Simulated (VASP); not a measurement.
BAs:

```
B As
1.0
     0.00000    2.38850    2.38850
     2.38850    0.00000    2.38850
     2.38850    2.38850    0.00000
B As
1 1
Direct
  0.00000 0.00000 0.00000
  0.25000 0.25000 0.25000
```

* Program: VASP 6.6.1
* Task: relaxation of cell and atoms
* Functional: LDA
* Potentials or basis: VASP PAW LDA potentials, release 64 (B, As)
* Cutoff: 600 eV
* k mesh: 7 × 7 × 7
* Occupations: fermi-dirac, width 0.01 eV
* Spin: no spin polarisation

At the start: pressure -3.1 GPa; volume 13.63 Å³/atom.

Question: Where does the relaxation end?

Answer: Over 3 steps the energy falls by 2.9 meV/atom and the volume is 13.33 Å³/atom (-2.2 %); space group F-43m (No. 216, to 0.05 Å).

Step by step:
| step | energy change (eV) | largest force (eV/Å) | pressure (GPa) | volume (Å³) |
| --- | --- | --- | --- | --- |
| 1 | 0.0000 | 0.0000 | -3.09 | 27.25 |
| 2 | -0.0024 | 0.0000 | 2.51 | 26.23 |
| 3 | -0.0058 | 0.0000 | -0.01 | 26.66 |

Final structure:
```yaml
crystal:
  lattice:
    - [0.00000, 2.37119, 2.37119]
    - [2.37119, 0.00000, 2.37119]
    - [2.37119, 2.37119, 0.00000]
  atoms:
    - { symbol: B, position: [0.00000, 0.00000, 0.00000] }
    - { symbol: As, position: [0.25000, 0.25000, 0.25000] }
```
